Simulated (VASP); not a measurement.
Wanted: the native input for a VASP 6.6.1 run.

```yaml
Task: electric field gradients
Functional: PBEsol
Potentials_or_basis: VASP PAW PBE potentials, release 64 (Sn_d, O)
Cutoff: 520 eV
k_mesh: 5 × 5 × 5
Occupations: tetrahedron
Spin: no spin polarisation
Dipole_correction: no
Further_INCAR_settings: ALGO = Normal; EDIFF = 1e-08; NBANDS = 64
```

The structure of SnO2 lies in POSCAR:

```
SnO2
1.0
   -3.2488970000      3.4144700000      3.4140210000
    3.2488970000     -3.4144700000      3.4140210000
    3.2488970000      3.4144700000     -3.4140210000
Sn O
4 8
Direct
    0.9964010000      0.2464010000      0.7500000000
    0.0035990000      0.7535990000      0.2500000000
    0.5000000000      0.5000000000      0.5000000000
    0.5000000000      0.0000000000      0.0000000000
    0.1935040000      0.1962260000      0.5027220000
    0.6975650000      0.7540600000      0.9435050000
    0.1935040000      0.6907820000      0.9972780000
    0.3105550000      0.7540600000      0.5564950000
    0.6894450000      0.2459400000      0.4435050000
    0.3024350000      0.2459400000      0.0564950000
    0.8064960000      0.3092180000      0.0027220000
    0.8064960000      0.8037740000      0.4972780000
```

The input as run:

INCAR

```
SYSTEM = SnO2
PREC = Accurate
ENCUT = 520
EDIFF = 1E-8
ISMEAR = -5
SIGMA = 0.1
LREAL = .FALSE.
LASPH = .TRUE.
NELM = 100
ALGO = Normal
ISIF = 2
LWAVE = .FALSE.
LCHARG = .FALSE.
GGA = PS
LEFG = .TRUE.
NBANDS = 64
```

KPOINTS

```
Automatic mesh
0
G
  5 5 5
  0 0 0
```

Potentials or basis: VASP PAW PBE potentials, release 64 (Sn_d, O).

Launch:

```bash
$ cat potpaw_PBE.64/Sn_d/POTCAR potpaw_PBE.64/O/POTCAR > POTCAR
$ mpirun -np 1 vasp_std > vasp.out
```

It gave:

The pressure is -6.0 GPa and the largest force is 0.084 eV/Å. The band gap on the k mesh is 0.53 eV and the largest electric field gradient by atom is Sn -51.9, -51.7 (each value once); O -112.8, -112.7 (each value once) V/Å².

Caveat: the cell stands under tension; without QUAD_EFG the Cq values of the log hold for a quadrupole moment of 1 mb, not for the nuclei; the PAW data sets were made with another functional, which shifts forces and pressure a little; spin-orbit coupling is left out, which moves the levels of the heavy elements.

It took 12 min on 1 thread of Intel Xeon 8259CL, with other jobs on the host, peak memory 0.43 GiB.
